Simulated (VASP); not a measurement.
# ZnO (P6_3mc) in VASP: a series of runs

The runs below take ZnO through single point, relaxation of cell and atoms, with r2SCAN+rVV10.

All numbers are computed with VASP 6.6.1; they aren't measurements. Logs are shortened: lines on timing, memory, paths and dates and some standing lists are left out, and cuts for length are marked.

## 1. The cell of the first run

The structure is hexagonal, space group P6_3mc (No. 186). The conventional cell has a = 3.249 Å, b = 3.249 Å, c = 5.204 Å, α = 90.00°, β = 90.00°, γ = 120.00°. Zn (site symmetry 3m) has 4 O at 1.97 to 1.99 Å within 2.6 Å. Within 2.6 Å of O (site symmetry 3m) lie 4 Zn at 1.97 to 1.99 Å.

## 2. Single point, r2SCAN+rVV10

File POSCAR:

```
ZnO
1.0
    3.2494000000      0.0000000000      0.0000000000
   -1.6247000000      2.8140629500      0.0000000000
    0.0000000000      0.0000000000      5.2038000000
Zn O
2 2
Direct
    0.3333333300      0.6666666700      0.0000000000
    0.6666666700      0.3333333300      0.5000000000
    0.3333333300      0.6666666700      0.3830000000
    0.6666666700      0.3333333300      0.8830000000
```

File INCAR.step1:

```
SYSTEM = ZnO
ALGO = Normal
EDIFF = 1E-4
ENCUT = 520
GGA = PE
ISMEAR = 0
LASPH = .True.
LCHARG = .False.
LREAL = .False.
LWAVE = .True.
NBANDS = 26
NELM = 80
PREC = Accurate
SIGMA = 0.1
```

File INCAR.step2:

```
SYSTEM = ZnO
ALGO = Normal
BPARAM = 11.95
CPARAM = 0.0093
EDIFF = 1E-7
ENCUT = 520
ISIF = 2
ISMEAR = 0
ISTART = 1
IVDW_NL = 2
LASPH = .True.
LCHARG = .False.
LMIXTAU = .True.
LREAL = .False.
LUSE_VDW = .True.
LWAVE = .False.
METAGGA = R2SCAN
NBANDS = 26
NELM = 80
PREC = Accurate
SIGMA = 0.1
```

File KPOINTS:

```
k-points
0
Gamma
  6 6 4
  0 0 0
```

Potentials or basis: VASP PAW PBE potentials, release 64 (Zn, O).

The run is started by

```sh
$ cat potpaw_PBE.64/Zn/POTCAR potpaw_PBE.64/O/POTCAR > POTCAR
$ cp INCAR.step1 INCAR
$ mpirun -np 1 vasp_std > vasp.out
$ cp INCAR.step2 INCAR
$ mpirun -np 1 vasp_std > vasp.out
```

OUTCAR:

```text
SYSTEM = ZnO
   BPARAM = 11.95
   EDIFF = 1E-7
   ENCUT = 520
   ISIF = 2
   ISMEAR = 0
   ISTART = 1
   IVDW_NL = 2
   LASPH = .True.
   LREAL = .False.
   METAGGA = R2SCAN
   NELM = 80
   PREC = Accurate

 ion  position               nearest neighbor table
   1  0.333  0.667  0.000-   4 1.97   4 1.97   4 1.97   3 1.99
   2  0.667  0.333  0.500-   3 1.97   3 1.97   3 1.97   4 1.99
   3  0.333  0.667  0.383-   2 1.97   2 1.97   2 1.97   1 1.99
   4  0.667  0.333  0.883-   1 1.97   1 1.97   1 1.97   2 1.99

  LATTYP: Found a hexagonal cell.
 ALAT       =     3.2494000000
 C/A-ratio  =     1.6014648858

  Lattice vectors:

 A1 = (   3.2494000000,   0.0000000000,   0.0000000000)
 A2 = (  -1.6247000000,   2.8140629500,   0.0000000000)
 A3 = (   0.0000000000,   0.0000000000,   5.2038000000)

Analysis of symmetry for initial positions (statically):
=====================================================================
 Subroutine PRICEL returns:
 Original cell was already a primitive cell.

 Routine SETGRP: Setting up the symmetry group for a
 hexagonal supercell.

 Subroutine GETGRP returns: Found 12 space group operations
 (whereof  6 operations were pure point group operations)
 out of a pool of 24 trial point group operations.

The static configuration has the point symmetry C_3v.
 The point group associated with its full space group is C_6v.

Analysis of symmetry for dynamics (positions and initial velocities):
=====================================================================
 Subroutine PRICEL returns:
 Original cell was already a primitive cell.

 Routine SETGRP: Setting up the symmetry group for a
 hexagonal supercell.

 Subroutine GETGRP returns: Found 12 space group operations
 (whereof  6 operations were pure point group operations)
 out of a pool of 24 trial point group operations.

The dynamic configuration has the point symmetry C_3v.
 The point group associated with its full space group is C_6v.

 Subroutine INISYM returns: Found 12 space group operations
 (whereof  6 operations are pure point group operations),
 and found     1 'primitive' translations

----------------------------------------------------------------------------------------

                                     Primitive cell

  volume of cell :      47.5836

  direct lattice vectors                    reciprocal lattice vectors
     3.249400000  0.000000000  0.000000000     0.307749123  0.177679039  0.000000000
    -1.624700000  2.814062950  0.000000000     0.000000000  0.355358078  0.000000000
     0.000000000  0.000000000  5.203800000     0.000000000  0.000000000  0.192167262

  length of vectors
     3.249400000  3.249400003  5.203800000     0.355358078  0.355358078  0.192167262

  position of ions in fractional coordinates (direct lattice)
     0.333333330  0.666666670  0.000000000
     0.666666670  0.333333330  0.500000000
     0.333333330  0.666666670  0.383000000
     0.666666670  0.333333330  0.883000000

  ion indices of the primitive-cell ions
   primitive index   ion index
                 1           1
                 2           2
                 3           3
                 4           4

----------------------------------------------------------------------------------------

 KPOINTS: k-points

Automatic generation of k-mesh.
 Grid dimensions read from file:
 generate k-points for:    6    6    4

 Generating k-lattice:

  Cartesian coordinates                     Fractional coordinates (reciprocal lattice)
     0.051291520  0.029613173  0.000000000     0.166666667  0.000000000  0.000000000
     0.000000000  0.059226346  0.000000000     0.000000000  0.166666667  0.000000000
     0.000000000  0.000000000  0.048041816     0.000000000  0.000000000  0.250000000

  Length of vectors
     0.059226346  0.059226346  0.048041816

  Shift w.r.t. Gamma in fractional coordinates (k-lattice)
     0.000000000  0.000000000  0.000000000

 Subroutine IBZKPT returns following result:
 ===========================================

 Found     21 irreducible k-points:

 Following reciprocal coordinates:
            Coordinates               Weight
  0.000000  0.000000  0.000000      1.000000
  0.166667  0.000000  0.000000      6.000000
  0.333333  0.000000  0.000000      6.000000
  0.500000  0.000000  0.000000      3.000000
  0.166667  0.166667  0.000000      6.000000
  0.333333  0.166667  0.000000     12.000000
[... 13 lines left out ...]
  0.333333  0.166667  0.500000     12.000000
  0.333333  0.333333  0.500000      2.000000
   k-points           NKPTS =     21   k-points in BZ     NKDIM =     21   number of bands    NBANDS=     26
   number of dos      NEDOS =    301   number of ions     NIONS =      4
   total plane-waves  NPLWV =  23040
   dimension x,y,z NGX =    24 NGY =   24 NGZ =   40
   dimension x,y,z NGXF=    48 NGYF=   48 NGZF=   80
   ions per type =               2   2
   NGX,Y,Z   is equivalent  to a cutoff of  12.28, 12.28, 12.78 a.u.
   NGXF,Y,Z  is equivalent  to a cutoff of  24.56, 24.56, 25.56 a.u.
 SYSTEM =  ZnO
   PREC   = accura    normal or accurate (medium, high low for compatibility)
   ISTART =      1    job   : 0-new  1-cont  2-samecut
   ICHARG =      0    charge: 1-file 2-atom 10-const
   ISPIN  =      1    spin polarized calculation?
   LNONCOLLINEAR =      F non collinear calculations
   LSORBIT =      F    spin-orbit coupling
   LASPH  =      T    aspherical Exc in radial PAW
   ENCUT  =  520.0 eV  38.22 Ry    6.18 a.u.   6.04  6.04  9.68*2*pi/ulx,y,z
   NELM   =     80;   NELMIN=  2; NELMDL=  0     # of ELM steps
   EDIFF  = 0.1E-06   stopping-criterion for ELM
   LREAL  =      F    real-space projection
   EDIFFG = 0.1E-05   stopping-criterion for IOM
   NSW    =      0    number of steps for IOM
   IBRION =     -1    ionic relax: 0-MD 1-quasi-New 2-CG
   NFREE  =      0    steps in history (QN), initial steepest desc. (CG)
   ISIF   =      2    stress and relaxation
   ISYM   =      2    0-nonsym 1-usesym 2-fastsym
   POTIM  = 0.5000    time-step for ionic-motion
   TEBEG  =    0.0;   TEEND  =   0.0 temperature during run
   PSTRESS=    0.0 pullay stress
   NELECT =      36.0000    total number of electrons
   NUPDOWN=      -1.0000    fix difference up-down
   EMIN   =  10.00;   EMAX   =-10.00  energy-range for DOS
   EFERMI =   0.00;   METHOD = LEGACY
   ISMEAR =     0;   SIGMA  =   0.10  broadening in eV -4-tet -1-fermi 0-gaus
   EFERMI_NEDOS =   21; number of points for ismear=-14 and -15
   IALGO  =     38    algorithm
   IMIX   =      4    mixing-type and parameters
     AMIX     =   0.40;   BMIX     =  1.00
     AMIX_MAG =   1.60;   BMIX_MAG =  1.00
  volume/ion in A,a.u.               =      11.90        80.28
  Fermi-wavevector in a.u.,A,eV,Ry     =   1.491729  2.818958 30.276420  2.225254
  Thomas-Fermi vector in A             =   2.604347
   LORBIT       =      0    0 simple, 1 ext, 2 COOP (PROOUT), +10 PAW based schemes
   METAGGA = R2SCAN    functional components
   LHFCALC =     F    Hartree Fock is set to
   AEXX    =    0.0000 exact exchange contribution
   IVDW_NL    =     2    kernel type
   BPARAM     =11.9500
   IVDW    =     0    specifies the selected vdW correction
   LEPSILON=     F    determine dielectric tensor
   LRPA    =     F    only Hartree local field effects (RPA)
 non-spin polarized calculation
 Gauss-broadening in eV      SIGMA  =   0.10
  energy-cutoff  :      520.00
  volume of cell :       47.58
 maximum number of plane-waves:      1302
   NGX = 13   NGY = 13   NGZ = 19

 number of electron      36.0000016 magnetization

 Free energy of the ion-electron system (eV)
  ---------------------------------------------------
  ext. energy  EPLUGINS =         0.00000000
  ---------------------------------------------------
  free energy    TOTEN  =       -35.24537001 eV

  energy without entropy =      -35.24537001  energy(sigma->0) =      -35.24537001

 E-fermi :   1.2712     XC(G=0): -11.7260

 val. band max:        0.8390517311   @ k =   0.0000   0.0000   0.0000
 cond. band min:       2.0090871584   @ k =   0.0000   0.0000   0.0000
 fundamental gap:      1.1700354273
 Fermi energy:         1.2711884505

 k-point     1 :       0.0000    0.0000    0.0000
  band No.  band energies     occupation
      1     -18.2532      2.00000
      2     -17.5584      2.00000
      3      -4.9891      2.00000
      4      -4.9891      2.00000
      5      -4.8828      2.00000
      6      -4.8457      2.00000
[... 18 lines left out ...]
     25      15.8249      0.00000
     26      15.8250      0.00000

 k-point     2 :       0.1667    0.0000    0.0000
  band No.  band energies     occupation
      1     -18.1133      2.00000
      2     -17.4992      2.00000
      3      -5.1301      2.00000
      4      -4.8991      2.00000
      5      -4.8507      2.00000
      6      -4.7712      2.00000
[... 18 lines left out ...]
     25      15.6588      0.00000
     26      16.0520      0.00000

 k-point     3 :       0.3333    0.0000    0.0000
  band No.  band energies     occupation
      1     -17.7992      2.00000
      2     -17.4010      2.00000
      3      -5.2687      2.00000
      4      -4.9150      2.00000
      5      -4.7449      2.00000
      6      -4.5282      2.00000
[... 18 lines left out ...]
     25      15.0674      0.00000
     26      15.7717      0.00000

 k-point     4 :       0.5000    0.0000    0.0000
  band No.  band energies     occupation
      1     -17.6005      2.00000
      2     -17.3865      2.00000
      3      -5.1866      2.00000
      4      -4.9880      2.00000
      5      -4.6890      2.00000
      6      -4.3135      2.00000
[... 18 lines left out ...]
     25      14.8244      0.00000
     26      15.9644      0.00000
[... 409 lines left out ...]
      1     -17.6509      2.00000
      2     -17.6509      2.00000
      3      -5.2849      2.00000
      4      -5.2849      2.00000
      5      -4.7414      2.00000
      6      -4.7414      2.00000
[... 18 lines left out ...]
     25      15.0516      0.00000
     26      15.0516      0.00000

 k-point    20 :       0.3333    0.1667    0.5000
  band No.  band energies     occupation
      1     -17.4871      2.00000
      2     -17.4871      2.00000
      3      -5.2163      2.00000
      4      -5.2163      2.00000
      5      -4.5954      2.00000
      6      -4.5954      2.00000
[... 18 lines left out ...]
     25      15.7737      0.00000
     26      15.7737      0.00000

 k-point    21 :       0.3333    0.3333    0.5000
  band No.  band energies     occupation
      1     -17.4332      2.00000
      2     -17.4332      2.00000
      3      -4.9542      2.00000
      4      -4.9542      2.00000
      5      -4.7367      2.00000
      6      -4.7367      2.00000
[... 18 lines left out ...]
     25      17.1451      0.00000
     26      17.1451      0.00000

------------------------ aborting loop because EDIFF is reached ----------------------------------------

  FORCE on cell =-STRESS in cart. coord.  units (eV):
  Direction    XX          YY          ZZ          XY          YZ          ZX
  --------------------------------------------------------------------------------------
  -------------------------------------------------------------------------------------
  Total       -0.3979500     -0.3979500     -0.4245069      0.0000000      0.0000000      0.0000000
  in kB      -13.3992821    -13.3992821    -14.2934738      0.0000000      0.0000000      0.0000000
  external PRESSURE =     -13.6973460 kB  Pullay stress =       0.0000000 kB

 VOLUME and BASIS-vectors are now :
 -----------------------------------------------------------------------------
  energy-cutoff  :      520.00
  volume of cell :       47.58
      direct lattice vectors                 reciprocal lattice vectors
     3.249400000  0.000000000  0.000000000     0.307749123  0.177679039  0.000000000
    -1.624700000  2.814062950  0.000000000     0.000000000  0.355358078  0.000000000
     0.000000000  0.000000000  5.203800000     0.000000000  0.000000000  0.192167262

 POSITION                                       TOTAL-FORCE (eV/Angst)
 -----------------------------------------------------------------------------------
     -0.00000      1.87604      0.00000        -0.000000     -0.000000      0.049510
      1.62470      0.93802      2.60190         0.000000      0.000000      0.049510
     -0.00000      1.87604      1.99306         0.000000     -0.000000     -0.049510
      1.62470      0.93802      4.59496        -0.000000      0.000000     -0.049510
 -----------------------------------------------------------------------------------
    total drift:                               -0.000016      0.000009     -0.098585

  FREE ENERGIE OF THE ION-ELECTRON SYSTEM (eV)
  ---------------------------------------------------
  free  energy   TOTEN  =       -35.2453700053 eV

  energy  without entropy=      -35.2453700053  energy(sigma->0) =      -35.24537001
```

Wall time 60 s (1 thread of Intel Xeon 6975P-C (Granite Rapids), shared host); peak memory 0.27 GiB.

Results:

```yaml
Free_energy: -35.2454 eV
Pressure: -1.4 GPa
Largest_force: 0.050 eV/Å
Band_gap_on_the_k_mesh: 1.17 eV
```

Forces on the atoms (eV/Å):
```
Zn   0.000  0.000  0.050
Zn   0.000  0.000  0.050
O    0.000  0.000 -0.050
O    0.000  0.000 -0.050
```

Caveat: the PAW data sets were made with another functional, which shifts forces and pressure a little.

[end of part 1 of 2]
